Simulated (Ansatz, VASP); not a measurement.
## One calculation of MoS2, two programs

POSCAR

```
MoS2
1.0
    3.1841260822      0.0000000000      0.0000000000
   -1.5920630411      2.7575340760      0.0000000000
    0.0000000000      0.0000000000     17.3345999500
Mo S
1 2
Direct
    0.0000000000      0.0000000000      0.0000000000
    0.3333333333      0.6666666667      0.9105070200
    0.3333333333      0.6666666667      0.0894929800
```

File INCAR.step1:

```
SYSTEM = MoS2
ALGO = Normal ; EDIFF = 1E-4
ENCUT = 520 ; GGA = PE
ISMEAR = 0 ; LASPH = .True.
LCHARG = .False. ; LREAL = .False.
LWAVE = .True. ; NBANDS = 20
NELM = 100 ; PREC = Accurate
SIGMA = 0.01
```

The input INCAR.step2:

```
SYSTEM = MoS2
ALGO = Normal ; EDIFF = 1E-6
ENCUT = 520 ; ISIF = 2
ISMEAR = 0 ; ISTART = 1
LASPH = .True. ; LCHARG = .False.
LMIXTAU = .True. ; LREAL = .False.
LWAVE = .False. ; METAGGA = R2SCAN
NBANDS = 20 ; NELM = 100
PREC = Accurate ; SIGMA = 0.01
```

File KPOINTS:

```
k-points
0
Gamma
  12 12 2
  0 0 0
```

The input input.yaml:

```yaml
crystal:
  lattice:
    - [3.1841260822, 0.0, 0.0]
    - [-1.5920630411, 2.757534076, 0.0]
    - [0.0, 0.0, 17.33459995]
  atoms:
    - { symbol: Mo, position: [0.0, 0.0, 0.0] }
    - { symbol: S, position: [0.3333333333, 0.6666666667, 0.91050702] }
    - { symbol: S, position: [0.3333333333, 0.6666666667, 0.08949298] }
kpoints:
  mp_grid: { grid: [12, 12, 2] }
  band_path:
    path:
      - [0.0, 0.0, 0.0]
      - [0.5, 0.0, 0.0]
      - [0.3333333333, 0.3333333333, 0.0]
      - [0.0, 0.0, 0.5]
      - [0.5, 0.0, 0.5]
      - [0.3333333333, 0.3333333333, 0.5]
    npoints: 1
hamiltonian:
  xc: r2scan
scf:
  occupations: { method: fixed }
  n_extra_bands: 4
output:
  forces: true
  stress: true
  eigenvalues: true
```

Alike in both runs: functional r2SCAN; k mesh 12 × 12 × 2; no spin polarisation.

|  | VASP | Ansatz |
| --- | --- | --- |
| version | VASP 6.6.1 | Ansatz 0.2.0 |
| potentials or method | VASP PAW PBE potentials, release 64 (Mo_sv, S) | Ansatz PAW |
| plane-wave cutoff (eV) | 520 | 500 |
| occupations | gaussian, width 0.01 eV | fixed |
| valence electrons in the cell | 26 | 26 |
| task | single point | band structure |

```tsv
	VASP	Ansatz	Ansatz less VASP
gap on the k mesh at the Fermi level (eV)	1.68	1.67	-0.015
least direct gap on the mesh (eV)	1.77	1.76	-0.008
rms of the force components (eV/Å)	0.010	0.008	-0.0018
```

VASP's potentials were made for PBE, not for r2SCAN. Atom by atom the forces differ by 0.002 eV/Å (rms over components).
